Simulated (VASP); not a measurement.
# Ag2Sn2Au (I4/mmm) in VASP: single point with r2SCAN

Aim: the single point of Ag2Sn2Au with r2SCAN.

Program: VASP 6.6.1. These are calculated values, not measurements. Logs are shortened: lines on timing, memory, paths and dates and some standing lists are left out, and cuts for length are marked.

### Step 1. The cell of the first run

It takes space group I4/mmm (No. 139, tetragonal). Conventional cell: a = 4.465 Å, b = 4.465 Å, c = 11.216 Å, α = 90.00°, β = 90.00°, γ = 90.00°. Within 4.5 Å of Au (site symmetry 4/mmm) lie 10 Sn at 3.43 to 4.27 Å and 8 Ag at 3.58 Å and 4 Au at 4.47 Å. Sn (site symmetry 4mm) has 1 Sn at 2.67 Å and 4 Ag at 2.67 Å and 4 Au at 3.43 Å within 3.5 Å. Within 3.5 Å of Ag (site symmetry -4m2) lie 4 Sn at 2.67 Å and 4 Ag at 3.16 Å.

### Step 2. Single point, r2SCAN

Input file POSCAR:

```
Ag2Sn2Au
1.0
    0.0000000000      4.4653330000      0.0000000000
    4.4653330000      0.0000000000      0.0000000000
    2.2326670000      2.2326670000     -5.6079610000
Au Sn Ag
1 2 2
Direct
    0.0000000000      0.0000000000      0.0000000000
    0.3810000000      0.3810000000      0.2380000000
    0.6190000000      0.6190000000      0.7620000000
    0.7500000000      0.2500000000      0.5000000000
    0.2500000000      0.7500000000      0.5000000000
```

Input file INCAR.step1:

```
SYSTEM = Ag2Sn2Au
ALGO = Normal
EDIFF = 1E-4
ENCUT = 520
GGA = PE
ISMEAR = -1
LASPH = .TRUE.
LCHARG = .FALSE.
LREAL = .FALSE.
LWAVE = .TRUE.
NBANDS = 38
NELM = 100
PREC = Accurate
SIGMA = 0.0682
```

Input file INCAR.step2:

```
SYSTEM = Ag2Sn2Au
ALGO = Normal
EDIFF = 1E-6
ENCUT = 520
ISIF = 2
ISMEAR = -1
ISTART = 1
LASPH = .TRUE.
LCHARG = .FALSE.
LMIXTAU = .TRUE.
LREAL = .FALSE.
LWAVE = .FALSE.
METAGGA = R2SCAN
NBANDS = 38
NELM = 100
PREC = Accurate
SIGMA = 0.0682
```

Input file KPOINTS:

```
k-points
0
G
  8 8 8
  0 0 0
```

Potentials or basis: VASP PAW PBE potentials, release 64 (Au, Sn_d, Ag).

The run is started by

```
> cat potpaw_PBE.64/Au/POTCAR potpaw_PBE.64/Sn_d/POTCAR potpaw_PBE.64/Ag/POTCAR > POTCAR
> cp INCAR.step1 INCAR
> mpirun -np 1 vasp_std > vasp.out
> cp INCAR.step2 INCAR
> mpirun -np 1 vasp_std > vasp.out
```

OUTCAR:

```text
SYSTEM = Ag2Sn2Au
   EDIFF = 1E-6
   ENCUT = 520
   ISIF = 2
   ISMEAR = -1
   ISTART = 1
   LASPH = .TRUE.
   LREAL = .FALSE.
   METAGGA = R2SCAN
   NELM = 100
   PREC = Accurate

 ion  position               nearest neighbor table
   1  0.000  0.000  0.000-   3 3.43   2 3.43   3 3.43   2 3.43   2 3.43   3 3.43   3 3.43   2 3.43
                             4 3.58   5 3.58   5 3.58   4 3.58   5 3.58   4 3.58   5 3.58   4 3.58
   2  0.381  0.381  0.238-   3 2.67   5 2.67   4 2.67   4 2.67   5 2.67   1 3.43   1 3.43   1 3.43
                             1 3.43
   3  0.619  0.619  0.762-   2 2.67   4 2.67   5 2.67   4 2.67   5 2.67   1 3.43   1 3.43   1 3.43
                             1 3.43
   4  0.750  0.250  0.500-   2 2.67   3 2.67   3 2.67   2 2.67   5 3.16   5 3.16   5 3.16   5 3.16
                             1 3.58   1 3.58   1 3.58   1 3.58
   5  0.250  0.750  0.500-   2 2.67   3 2.67   3 2.67   2 2.67   4 3.16   4 3.16   4 3.16   4 3.16
                             1 3.58   1 3.58   1 3.58   1 3.58

  LATTYP: Found a body centered tetragonal cell.
 ALAT       =     4.4653330000
 C/A-ratio  =     2.5117772851

  Lattice vectors:

 A1 = (  -2.2326670000,   2.2326660000,   5.6079610000)
 A2 = (   2.2326660000,  -2.2326670000,   5.6079610000)
 A3 = (   2.2326670000,   2.2326670000,  -5.6079610000)

Analysis of symmetry for initial positions (statically):
=====================================================================
 Subroutine PRICEL returns:
 Original cell was already a primitive cell.

 Routine SETGRP: Setting up the symmetry group for a
 body centered tetragonal supercell.

 Subroutine GETGRP returns: Found 16 space group operations
 (whereof 16 operations were pure point group operations)
 out of a pool of 16 trial point group operations.

The static configuration has the point symmetry D_4h.

Analysis of symmetry for dynamics (positions and initial velocities):
=====================================================================
 Subroutine PRICEL returns:
 Original cell was already a primitive cell.

 Routine SETGRP: Setting up the symmetry group for a
 body centered tetragonal supercell.

 Subroutine GETGRP returns: Found 16 space group operations
 (whereof 16 operations were pure point group operations)
 out of a pool of 16 trial point group operations.

The dynamic configuration has the point symmetry D_4h.

 Subroutine INISYM returns: Found 16 space group operations
 (whereof 16 operations are pure point group operations),
 and found     1 'primitive' translations

----------------------------------------------------------------------------------------

                                     Primitive cell

  volume of cell :     111.8182

  direct lattice vectors                    reciprocal lattice vectors
     0.000000000  4.465333000  0.000000000     0.000000000  0.223947464  0.089158985
     4.465333000  0.000000000  0.000000000     0.223947464  0.000000000  0.089158985
     2.232667000  2.232667000 -5.607961000     0.000000000  0.000000000 -0.178317931

  length of vectors
     4.465333000  4.465333000  6.435746300     0.241043131  0.241043131  0.178317931

  position of ions in fractional coordinates (direct lattice)
     0.000000000  0.000000000  0.000000000
     0.381000000  0.381000000  0.238000000
     0.619000000  0.619000000  0.762000000
     0.750000000  0.250000000  0.500000000
     0.250000000  0.750000000  0.500000000

  ion indices of the primitive-cell ions
   primitive index   ion index
                 1           1
                 2           2
                 3           3
                 4           4
                 5           5

----------------------------------------------------------------------------------------

 KPOINTS: k-points

Automatic generation of k-mesh.
 Grid dimensions read from file:
 generate k-points for:    8    8    8

 Generating k-lattice:

  Cartesian coordinates                     Fractional coordinates (reciprocal lattice)
     0.000000000  0.027993433  0.011144873     0.125000000  0.000000000  0.000000000
     0.027993433  0.000000000  0.011144873     0.000000000  0.125000000  0.000000000
     0.000000000  0.000000000 -0.022289741     0.000000000  0.000000000  0.125000000

  Length of vectors
     0.030130391  0.030130391  0.022289741

  Shift w.r.t. Gamma in fractional coordinates (k-lattice)
     0.000000000  0.000000000  0.000000000

 Subroutine IBZKPT returns following result:
 ===========================================

 Found     59 irreducible k-points:

 Following reciprocal coordinates:
            Coordinates               Weight
  0.000000  0.000000  0.000000      1.000000
  0.125000  0.000000 -0.000000      8.000000
  0.250000  0.000000 -0.000000      8.000000
  0.375000  0.000000 -0.000000      8.000000
  0.500000  0.000000 -0.000000      4.000000
  0.125000  0.125000 -0.000000      8.000000
[... 16 lines left out ...]
  0.250000  0.000000  0.125000      4.000000
  0.375000  0.000000  0.125000      8.000000
 [... further k-points ...]
   k-points           NKPTS =     59   k-points in BZ     NKDIM =     59   number of bands    NBANDS=     38
   number of dos      NEDOS =    301   number of ions     NIONS =      5
   total plane-waves  NPLWV =  62208
   dimension x,y,z NGX =    36 NGY =   36 NGZ =   48
   dimension x,y,z NGXF=    72 NGYF=   72 NGZF=   96
   ions per type =               1   2   2
   NGX,Y,Z   is equivalent  to a cutoff of  13.40, 13.40, 12.40 a.u.
   NGXF,Y,Z  is equivalent  to a cutoff of  26.81, 26.81, 24.80 a.u.
 SYSTEM =  Ag2Sn2Au
   PREC   = accura    normal or accurate (medium, high low for compatibility)
   ISTART =      1    job   : 0-new  1-cont  2-samecut
   ICHARG =      0    charge: 1-file 2-atom 10-const
   ISPIN  =      1    spin polarized calculation?
   LNONCOLLINEAR =      F non collinear calculations
   LSORBIT =      F    spin-orbit coupling
   LASPH  =      T    aspherical Exc in radial PAW
   ENCUT  =  520.0 eV  38.22 Ry    6.18 a.u.   8.30  8.30 11.97*2*pi/ulx,y,z
   NELM   =    100;   NELMIN=  2; NELMDL=  0     # of ELM steps
   EDIFF  = 0.1E-05   stopping-criterion for ELM
   LREAL  =      F    real-space projection
   EDIFFG = 0.1E-04   stopping-criterion for IOM
   NSW    =      0    number of steps for IOM
   IBRION =     -1    ionic relax: 0-MD 1-quasi-New 2-CG
   NFREE  =      0    steps in history (QN), initial steepest desc. (CG)
   ISIF   =      2    stress and relaxation
   ISYM   =      2    0-nonsym 1-usesym 2-fastsym
   POTIM  = 0.5000    time-step for ionic-motion
   TEBEG  =    0.0;   TEEND  =   0.0 temperature during run
   PSTRESS=    0.0 pullay stress
   NELECT =      61.0000    total number of electrons
   NUPDOWN=      -1.0000    fix difference up-down
   EMIN   =  10.00;   EMAX   =-10.00  energy-range for DOS
   EFERMI =   0.00;   METHOD = LEGACY
   ISMEAR =    -1;   SIGMA  =   0.07  broadening in eV -4-tet -1-fermi 0-gaus
   EFERMI_NEDOS =   21; number of points for ismear=-14 and -15
   IALGO  =     38    algorithm
   IMIX   =      4    mixing-type and parameters
     AMIX     =   0.40;   BMIX     =  1.00
     AMIX_MAG =   1.60;   BMIX_MAG =  1.00
  volume/ion in A,a.u.               =      22.36       150.92
  Fermi-wavevector in a.u.,A,eV,Ry     =   1.337665  2.527819 24.345536  1.789346
  Thomas-Fermi vector in A             =   2.466196
   LORBIT       =      0    0 simple, 1 ext, 2 COOP (PROOUT), +10 PAW based schemes
   METAGGA = R2SCAN    functional components
   LHFCALC =     F    Hartree Fock is set to
   AEXX    =    0.0000 exact exchange contribution
   IVDW    =     0    specifies the selected vdW correction
   LEPSILON=     F    determine dielectric tensor
   LRPA    =     F    only Hartree local field effects (RPA)
 non-spin polarized calculation
  energy-cutoff  :      520.00
  volume of cell :      111.82
 maximum number of plane-waves:      3036
 NGX is ok and might be reduce to    36
   NGX = 17   NGY = 17   NGZ = 23

 number of electron      61.0000002 magnetization

 Free energy of the ion-electron system (eV)
  ---------------------------------------------------
  ext. energy  EPLUGINS =         0.00000000
  ---------------------------------------------------
  free energy    TOTEN  =      -140.64636525 eV

  energy without entropy =     -140.61972942  energy(sigma->0) =     -140.63304733

 E-fermi :   7.5177     XC(G=0): -11.7071

 val. band max:        7.4944196192   @ k =  -0.2500  -0.3750   0.1250
 cond. band min:       7.6387602711   @ k =  -0.3750   0.1250   0.0000
 fundamental gap:      0.1443406519
 Fermi energy:         7.5176681144

 k-point     1 :       0.0000    0.0000    0.0000
  band No.  band energies     occupation
      1     -15.0048      2.00000
      2     -14.8314      2.00000
      3     -14.8314      2.00000
      4     -14.7752      2.00000
      5     -14.7555      2.00000
      6     -14.7299      2.00000
[... 30 lines left out ...]
     37      14.7111      0.00000
     38      14.7111      0.00000

 k-point     2 :       0.1250    0.0000   -0.0000
  band No.  band energies     occupation
      1     -15.0046      2.00000
      2     -14.8329      2.00000
      3     -14.8320      2.00000
      4     -14.7748      2.00000
      5     -14.7542      2.00000
      6     -14.7294      2.00000
[... 30 lines left out ...]
     37      14.0983      0.00000
     38      14.1719      0.00000

 k-point     3 :       0.2500    0.0000   -0.0000
  band No.  band energies     occupation
      1     -15.0040      2.00000
      2     -14.8364      2.00000
      3     -14.8333      2.00000
      4     -14.7739      2.00000
      5     -14.7512      2.00000
      6     -14.7283      2.00000
[... 30 lines left out ...]
     37      13.2612      0.00000
[... 781 lines left out ...]
 k-point    23 :       0.2500    0.0000    0.1250
  band No.  band energies     occupation
      1     -15.0039      2.00000
      2     -14.8358      2.00000
      3     -14.8327      2.00000
      4     -14.7730      2.00000
      5     -14.7521      2.00000
      6     -14.7290      2.00000
[... 30 lines left out ...]
     37      13.8920      0.00000
     38      14.6765      0.00000

 k-point    24 :       0.3750    0.0000    0.1250
  band No.  band energies     occupation
      1     -15.0033      2.00000
      2     -14.8394      2.00000
      3     -14.8340      2.00000
      4     -14.7721      2.00000
      5     -14.7491      2.00000
      6     -14.7278      2.00000
[... 30 lines left out ...]
     37      13.0797      0.00000
     38      15.2110      0.00000

 [... further k-points ...]

------------------------ aborting loop because EDIFF is reached ----------------------------------------

  FORCE on cell =-STRESS in cart. coord.  units (eV):
  Direction    XX          YY          ZZ          XY          YZ          ZX
  --------------------------------------------------------------------------------------
  -------------------------------------------------------------------------------------
  Total        2.2634569      2.2634569      5.8176000      0.0000000     -0.0000005     -0.0000005
  in kB       32.4317305     32.4317305     83.3569381      0.0000000     -0.0000074     -0.0000074
  external PRESSURE =      49.4067997 kB  Pullay stress =       0.0000000 kB

 VOLUME and BASIS-vectors are now :
 -----------------------------------------------------------------------------
  energy-cutoff  :      520.00
  volume of cell :      111.82
      direct lattice vectors                 reciprocal lattice vectors
     0.000000000  4.465333000  0.000000000     0.000000000  0.223947464  0.089158985
     4.465333000  0.000000000  0.000000000     0.223947464  0.000000000  0.089158985
     2.232667000  2.232667000 -5.607961000     0.000000000  0.000000000 -0.178317931

 POSITION                                       TOTAL-FORCE (eV/Angst)
 -----------------------------------------------------------------------------------
      0.00000      0.00000      0.00000         0.000000      0.000000      0.000000
      2.23267      2.23267     -1.33469        -0.000000     -0.000000      0.624094
      4.46533      4.46533     -4.27327         0.000000      0.000000     -0.624094
      2.23267      4.46533     -2.80398        -0.000000      0.000000      0.000000
      4.46533      2.23267     -2.80398        -0.000000     -0.000000      0.000000
 -----------------------------------------------------------------------------------
    total drift:                                0.000000      0.000000     -0.000000

  FREE ENERGIE OF THE ION-ELECTRON SYSTEM (eV)
  ---------------------------------------------------
  free  energy   TOTEN  =      -140.6463652485 eV

  energy  without entropy=     -140.6197294166  energy(sigma->0) =     -140.63304733
```

It took 19 min on 1 thread of Oxide Virtual Turin-like, shared host; peak memory 0.39 GiB.

Results:

- Free energy: -140.6464 eV
- Pressure: 4.9 GPa
- Largest force: 0.624 eV/Å

Forces in eV/Å, atoms in the order of the input:
```
Au   0.000  0.000  0.000
Sn   0.000  0.000  0.624
Sn   0.000  0.000 -0.624
Ag   0.000  0.000  0.000
Ag   0.000  0.000  0.000
```

Stress tensor (GPa, compression positive):
```
3.24 0.00 0.00
0.00 3.24 0.00
0.00 0.00 8.34
```

Caveat: the PAW data sets were made with another functional, which shifts forces and pressure a little; spin-orbit coupling is left out, which moves the levels of the heavy elements.
